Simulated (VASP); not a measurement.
Set up this calculation in VASP 6.6.1, as the native input.

```yaml
Task: single point
Functional: PBE
Potentials_or_basis: VASP PAW PBE potentials, release 64 (Ba_sv, Ti_sv, O_h)
Cutoff: 1340 eV
k_mesh: 8 × 8 × 8
Occupations: gaussian, width 0.05 eV
Spin: no spin polarisation
Hubbard_terms: Ti d U = 4.0 eV
Dipole_correction: no
Further_INCAR_settings: ALGO = Normal; EDIFF = 1e-06; NBANDS = 28
```

The structure of BaTiO3 lies in POSCAR:

```
BaTiO3
1.0
    4.0622910132      0.0000000000      0.0000000000
    0.0000000000      4.0622910132      0.0000000000
    0.0000000000      0.0000000000      4.0622910132
Ba Ti O
1 1 3
Direct
    0.5000000000      0.5000000000      0.5000000000
    0.0000000000      0.0000000000      0.0000000000
    0.5000000000      0.0000000000      0.0000000000
    0.0000000000      0.5000000000      0.0000000000
    0.0000000000      0.0000000000      0.5000000000
```

The input as run:

INCAR

```
SYSTEM = BaTiO3
PREC = Accurate
ENCUT = 1340
EDIFF = 1E-6
ISMEAR = 0
SIGMA = 0.05
LREAL = .False.
LASPH = .True.
NELM = 200
ALGO = Normal
ISIF = 2
LWAVE = .False.
LCHARG = .False.
LMAXMIX = 4
LDAU = .True.
LDAUTYPE = 2
LDAUL = -1 2 -1
LDAUU = 0 4 0
LDAUJ = 0 0 0
LDAUPRINT = 1
GGA = PE
NBANDS = 28
GGA_COMPAT = .False.
```

KPOINTS

```
regular mesh
0
Gamma
  8 8 8
  0 0 0
```

Potentials or basis: VASP PAW PBE potentials, release 64 (Ba_sv, Ti_sv, O_h).

The run is started by

```bash
$ cat potpaw_PBE.64/Ba_sv/POTCAR potpaw_PBE.64/Ti_sv/POTCAR potpaw_PBE.64/O_h/POTCAR > POTCAR
$ mpirun -np 1 vasp_std > vasp.out
```

It gave:

```json
{
 "Pressure": "-0.8 GPa",
 "Band gap on the k mesh": "2.12 eV (least direct gap 2.34 eV)"
}
```

Caveat: spin-orbit coupling is left out, which moves the levels of the heavy elements.

It took 3.7 min on 1 thread of Intel(R) Xeon(R) Platinum 8124M CPU @ 3.00GHz (Skylake/Cascade Lake), on a shared host, peak memory 0.51 GiB.
